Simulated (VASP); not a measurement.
Input of a VASP 6.6.1 run:

The input INCAR:

```
PREC     = Accurate       # precision mode
ENCUT    = 520            # plane-wave cutoff, eV
EDIFF    = 1E-6           # SCF threshold, eV
ISMEAR   = 0              # smearing method
SIGMA    = 0.1            # smearing width, eV
LREAL    = F              # projectors in reciprocal space
LASPH    = T              # aspherical terms in the spheres
NELM     = 80             # most SCF steps
ALGO     = Normal         # electronic algorithm
ISIF     = 2              # what is computed and relaxed
LWAVE    = F              # write WAVECAR
LCHARG   = T              # write CHGCAR
GGA      = PE             # functional
LELF     = T              # ELF
LVHAR    = T            
NBANDS   = 25             # bands
```

File KPOINTS:

```
regular mesh
0
Gamma
  14 14 8
```

File POSCAR:

```
CuO
1.0
    2.0537784586     -2.0580327470      0.0000000000
    2.0537784586      2.0580327470      0.0000000000
    0.0000000000      0.0000000000      5.1393710819
Cu O
2 2
Direct
    0.0000000000      0.5000000000      0.0000000000
    0.5000000000      0.0000000000      0.5000000000
    0.5000000000      0.5000000000      0.2500000000
    0.5000000000      0.5000000000      0.7500000000
```

Potentials or basis: VASP PAW PBE potentials, release 64 (Cu, O).

Run with:

```console
$ cat potpaw_PBE.64/Cu/POTCAR potpaw_PBE.64/O/POTCAR > POTCAR
$ mpirun -np 1 vasp_std > vasp.out
```

(1) Predict the pressure.

(2) Predict the band gap on the k mesh.

Answers

(1) 5.2 GPa.

(2) zero (bands 17 and 18 overlap by 1.17 eV).

Caveat: the cell stands under pressure; semilocal functionals often make such compounds metallic where correlation or magnetic order opens a gap, which also shifts bond lengths.
